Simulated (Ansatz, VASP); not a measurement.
**One calculation of CdF2, two programs**

```
CELL_PARAMETERS angstrom
0.00000 2.69400 2.69400
2.69400 0.00000 2.69400
2.69400 2.69400 0.00000
ATOMIC_POSITIONS crystal
Cd 0.00000 0.00000 0.00000
F 0.75000 0.75000 0.75000
F 0.25000 0.25000 0.25000
```

Alike in both runs: functional r2SCAN; k mesh 7 × 7 × 7; occupations fermi-dirac, width 0.05 eV; non-collinear spin, spin-orbit coupling.

```csv
,VASP,Ansatz
version,VASP 6.6.1,Ansatz 0.2.0
potentials or method,"VASP PAW PBE potentials, release 64 (Cd_sv_GW, F)",Ansatz PAW
plane-wave cutoff (eV),770,500
valence electrons in the cell,34,34
task,single point,band structure
```

```csv
,VASP,Ansatz,Ansatz less VASP
pressure (GPa),-0.4,0.0,+0.43
```

VASP's potentials were made for PBE, not for r2SCAN. The functional is the same, so the differences come from potentials, cutoffs and numerics.

Noted on Ansatz's run: the k mesh misses the band edges, so the gap on the mesh is wider than the one along the path.
